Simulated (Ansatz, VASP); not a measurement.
**B2W in VASP and in Ansatz**

```
B W
1.0
     2.95835    0.00000    0.00000
    -1.47918    2.56201    0.00000
     0.00000    0.00000    2.98774
B W
2 1
Direct
  0.33333 0.66667 0.50000
  0.66667 0.33333 0.50000
  0.00000 0.00000 0.00000
```

Change from the starting cell: volume scaled by 0.94.

Alike in both runs: task single point; functional LDA; k mesh 14 × 14 × 12; occupations fermi-dirac, width 0.05 eV; no spin polarisation.

|  | VASP | Ansatz |
| --- | --- | --- |
| version | VASP 6.6.1 | Ansatz 0.2.0 |
| potentials or method | VASP PAW LDA potentials, release 64 (B, W_sv), cutoff 520 eV | all-electron LAPW, scalar-relativistic |

```csv
,VASP,Ansatz,Ansatz less VASP
pressure (GPa),56.0,53.2,-2.80
"traceless stress, the component that is largest in VASP (GPa)",12.06,11.72,-0.336
```

LDA's correlation is that of Perdew and Zunger in VASP and of Perdew and Wang (1992) in Ansatz. Both programs put the cell under a high pressure, so it lies far from rest at this level. Ansatz ran all-electron here, and VASP with PAW potentials.

Neither program's run includes spin-orbit coupling.
